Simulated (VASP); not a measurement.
## ZnO: single point with PBEsol

Crystal: ZnO.

```
Zn O
1.0
     0.00000    5.51757   -3.25878
     0.00000   -5.51757   -3.25878
    -5.51757    0.00000    3.25878
Zn O
8 8
Direct
  0.25000 0.06803 0.81803
  0.75000 0.56803 0.81803
  0.25000 0.43197 0.18197
  0.75000 0.93197 0.18197
  0.31803 0.00000 0.31803
  0.81803 0.50000 0.31803
  0.68197 0.00000 0.68197
  0.18197 0.50000 0.68197
  0.93275 0.75000 0.18275
  0.43275 0.25000 0.18275
  0.56725 0.75000 0.81725
  0.06725 0.25000 0.81725
  0.50000 0.81725 0.31725
  0.00000 0.31725 0.31725
  0.50000 0.18275 0.68275
  0.00000 0.68275 0.68275
```

- Program: VASP 6.6.1
- Task: single point
- Functional: PBEsol
- Potentials or basis: VASP PAW PBE potentials, release 64 (Zn, O)
- Cutoff: 520 eV
- k mesh: 2 × 2 × 2, shifted
- Occupations: gaussian, width 0.1 eV
- Spin: no spin polarisation

* Pressure: 0.0 GPa
* Band gap on the k mesh: 2.53 eV

Forces on the atoms (eV/Å):
```
Zn   0.001  0.001  0.000
Zn   0.001  0.001  0.000
Zn  -0.001 -0.001  0.000
Zn  -0.001 -0.001  0.000
Zn   0.001 -0.001  0.000
Zn   0.001 -0.001  0.000
Zn  -0.001  0.001  0.000
Zn  -0.001  0.001  0.000
O    0.001 -0.001  0.000
O    0.001 -0.001  0.000
O   -0.001  0.001  0.000
O   -0.001  0.001  0.000
O   -0.001 -0.001  0.000
O   -0.001 -0.001  0.000
O    0.001  0.001  0.000
O    0.001  0.001  0.000
```

Levels at points of the mesh, in eV from the valence-band top:
```
           k point  band 68  band 69  band 70  band 71  band 72  band 73  band 74  band 75  band 76  band 77
(0.25, 0.25, 0.25)    -0.80    -0.59    -0.59    -0.59    -0.59     4.55     4.55     4.55     4.55     7.47
```

Wall time 3.4 min on 1 thread of AMD EPYC 9R45 (Zen 5), with other jobs on the host, peak memory 0.3 GiB.

Caveat: the k points lie up to 0.63 Å⁻¹ apart; the PAW data sets were made with another functional, which shifts forces and pressure a little. A k mesh can miss the band edges.
